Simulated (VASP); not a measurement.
# CdS: single point with PBE+D3(BJ)

Crystal: CdS.

```
CELL_PARAMETERS angstrom
0.00000 2.92673 2.92673
2.92673 0.00000 2.92673
2.92673 2.92673 0.00000
ATOMIC_POSITIONS crystal
Cd 0.00000 0.00000 0.00000
S 0.75000 0.75000 0.75000
```

```
Program                : VASP 6.6.1
Task                   : single point
Functional             : PBE
Dispersion             : D3(BJ)
Potentials or basis    : VASP PAW PBE potentials, release 64 (Cd, S)
Cutoff                 : 500 eV
k mesh                 : 8 × 8 × 8
Occupations            : gaussian, width 0.02 eV
Spin                   : no spin polarisation
Dipole correction      : no
Further INCAR settings : ALGO = Normal; EDIFF = 1e-06; NBANDS = 16
```

```
Pressure                   : 0.3 GPa
Band gap on the k mesh     : 1.13 eV
Dispersion energy per atom : -0.303 eV
```

Levels at points of the mesh, in eV from the valence-band top:
| k point | band 5 | band 6 | band 7 | band 8 | band 9 | band 10 | band 11 | band 12 | band 13 | band 14 |
| --- | --- | --- | --- | --- | --- | --- | --- | --- | --- | --- |
| (0.00, 0.00, 0.00) | -7.22 | -7.22 | 0.00 | 0.00 | 0.00 | 1.13 | 6.55 | 6.55 | 6.55 | 11.38 |
| (0.50, 0.00, 0.00) | -7.19 | -6.85 | -4.34 | -0.74 | -0.74 | 3.00 | 7.01 | 7.01 | 7.45 | 11.06 |
| (0.50, 0.50, 0.00) | -7.14 | -6.79 | -3.91 | -1.84 | -1.84 | 3.57 | 4.34 | 9.19 | 10.72 | 10.72 |

Wall time 43 s on 1 thread of Intel Xeon 8259CL (shared host), peak memory 0.19 GiB.
